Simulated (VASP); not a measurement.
Write the native input for VASP 6.6.1 that does the following.

```yaml
Task: single point
Functional: PBEsol
Dispersion: D3(BJ)
Potentials_or_basis: VASP PAW PBE potentials, release 64 (Hf_pv, O)
Cutoff: 520 eV
k_mesh: 9 × 9 × 9
Occupations: fermi-dirac, width 0.05 eV
Spin: collinear spin, zero start
Starting_moments: "[0.0, 0.0, 0.0] μB"
Fixed_moment: 0 μB
Dipole_correction: no
Further_INCAR_settings: ALGO = Normal; EDIFF = 1e-07; NBANDS = 22
```

The structure of HfO2 lies in POSCAR:

```
HfO2
1.0
    0.0000000000      2.6076597933      2.6076597933
    2.6076597933      0.0000000000      2.6076597933
    2.6076597933      2.6076597933      0.0000000000
Hf O
1 2
Direct
    0.0000000000      0.0000000000      0.0000000000
    0.7500000000      0.7500000000      0.7500000000
    0.2500000000      0.2500000000      0.2500000000
```

This cell differs from its parent crystal: volume scaled by 1.06.

These files were run (other wordings do the same):

INCAR

```
SYSTEM = HfO2
  PREC = Accurate
  ENCUT = 520
  EDIFF = 1E-7
  ISMEAR = -1
  SIGMA = 0.05
  LREAL = .False.
  LASPH = .True.
  NELM = 150
  ALGO = Normal
  ISIF = 2
  LWAVE = .False.
  LCHARG = .False.
  ISPIN = 2
  MAGMOM = 0 0 0
  LORBIT = 11
  NUPDOWN = 0.0
  LMAXMIX = 4
  GGA = PS
  IVDW = 12
  NBANDS = 22
```

KPOINTS

```
regular mesh
0
Gamma
  9 9 9
  0 0 0
```

Potentials or basis: VASP PAW PBE potentials, release 64 (Hf_pv, O).

The run is started by

```bash
$ cat potpaw_PBE.64/Hf_pv/POTCAR potpaw_PBE.64/O/POTCAR > POTCAR
$ mpirun -np 1 vasp_std > vasp.out
```

Results of the run:

| Quantity | Value |
| --- | --- |
| Pressure | -27.2 GPa |
| Net moment | 0.00 μB per cell |
| Valence electrons inside the program's atomic spheres | Hf 8.02; O 5.03 |
| Dispersion energy per atom | -0.208 eV |

Caveat: three body term missing; the PAW data sets were made with another functional, which shifts forces and pressure a little; the total moment is fixed, so each spin has its own Fermi level.

Wall time 120 s on 1 thread of Intel Xeon 8259CL, with other jobs on the host, peak memory 0.21 GiB.
